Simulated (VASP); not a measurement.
AgBr, 2 atoms in the cell. The structure is cubic, space group Fm-3m (No. 225). The conventional cell has a = 5.702 Å, b = 5.702 Å, c = 5.702 Å, α = 90.00°, β = 90.00°, γ = 90.00°. Within 3.8 Å of Ag (site symmetry m-3m) lie 6 Br at 2.85 Å. Br (site symmetry m-3m) has 6 Ag at 2.85 Å within 3.8 Å. 

* Program: VASP 6.6.1
* Task: single point
* Functional: RPBE
* Potentials or basis: VASP PAW PBE potentials, release 64 (Ag, Br)
* Cutoff: 500 eV
* k mesh: 8 × 8 × 8
* Occupations: fermi-dirac, width 0.05 eV
* Spin: no spin polarisation
* Dipole correction: no
* Further INCAR settings: ALGO = Normal; EDIFF = 1e-06; NBANDS = 16

Potentials or basis: VASP PAW PBE potentials, release 64 (Ag, Br).

Run with:

```bash
$ cat potpaw_PBE.64/Ag/POTCAR potpaw_PBE.64/Br/POTCAR > POTCAR
$ mpirun -np 1 vasp_std > vasp.out
```

Hardware: 1 thread of Intel(R) Xeon(R) Platinum 8259CL CPU @ 2.50GHz (Skylake/Cascade Lake) (shared host).

How long does it take, and how much memory?

Wall time 20 s on 1 thread of Intel(R) Xeon(R) Platinum 8259CL CPU @ 2.50GHz (Skylake/Cascade Lake), on a shared host, peak memory 0.17 GiB. Counts: scf iterations 12, k points 29.
